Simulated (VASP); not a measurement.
CsPbI2Br, 5 atoms in the cell. It takes space group P4/mmm (No. 123, tetragonal). The conventional cell has a = 6.375 Å, b = 6.375 Å, c = 6.201 Å, α = 90.00°, β = 90.00°, γ = 90.00°. Within 5.8 Å of Cs (site symmetry 4/mmm) lie 8 I at 4.45 Å and 4 Br at 4.51 Å and 8 Pb at 5.47 Å. Within 4.1 Å of Pb (site symmetry 4/mmm) lie 2 Br at 3.10 Å and 4 I at 3.19 Å. Within 4.2 Å of I (site symmetry mmm) lie 2 Pb at 3.19 Å. Br (site symmetry 4/mmm) has 2 Pb at 3.10 Å within 4.1 Å.  This cell differs from its parent crystal: strain +0.0400 x Voigt [0, 0, 1, 0, 0, 0].

- Program: VASP 6.6.1
- Task: single point
- Functional: LDA
- Potentials or basis: VASP PAW LDA potentials, release 64 (Cs_sv, Pb_d, I, Br)
- Cutoff: 520 eV
- k mesh: 4 × 4 × 6
- Occupations: gaussian, width 0.05 eV
- Spin: no spin polarisation
- Dipole correction: no
- Further INCAR settings: ALGO = Normal; EDIFF = 1e-06; NBANDS = 30

Potentials or basis: VASP PAW LDA potentials, release 64 (Cs_sv, Pb_d, I, Br).

Command:

```sh
$ cat potpaw_LDA.64/Cs_sv/POTCAR potpaw_LDA.64/Pb_d/POTCAR potpaw_LDA.64/I/POTCAR potpaw_LDA.64/Br/POTCAR > POTCAR
$ mpirun -np 1 vasp_std > vasp.out
```

Hardware: 1 thread of Intel(R) Xeon(R) Platinum 8488C (Sapphire Rapids), on a shared host.

Estimate the wall time of this run.

Run time: 120 s on 1 thread of Intel(R) Xeon(R) Platinum 8488C (Sapphire Rapids), with other jobs on the host, peak memory 0.4 GiB. Counts: scf iterations 14, k points 24.
